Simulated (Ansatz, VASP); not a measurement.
# Mo: VASP beside Ansatz

```
Mo
1.0
     2.46196    0.00000    0.00000
    -1.23098    2.13212    0.00000
     0.00000    0.00000    2.55518
Mo
1
Direct
  0.00000 0.00000 0.50000
```

Change from the starting cell: strain -0.1000 x Voigt [1, 1, 0, 0, 0, 0], atoms carried along.

Alike in both runs: task single point; functional LDA; k mesh 18 × 18 × 18; occupations gaussian, width 0.15 eV; no spin polarisation.

|  | VASP | Ansatz |
| --- | --- | --- |
| version | VASP 6.6.1 | Ansatz 0.2.0 |
| potentials or method | VASP PAW LDA potentials, release 64 (Mo_sv), cutoff 520 eV | scalar-relativistic, plane waves, PAW |
| valence electrons in the cell | 14 | 14 |

```csv
,VASP,Ansatz,Ansatz less VASP
gap on the k mesh at the Fermi level (eV),none,none,-
pressure (GPa),65.6,63.5,-2.08
"traceless stress, the component that is largest in VASP (GPa)",-39.79,-39.23,+0.561
```

LDA's correlation is that of Perdew and Zunger in VASP and of Perdew and Wang (1992) in Ansatz. A gap of «none» marks a metal or a gap that the smearing closes. Both programs put the cell under a high pressure, so it lies far from rest at this level.

Noted on VASP's run: the cell as given lies far from equilibrium.
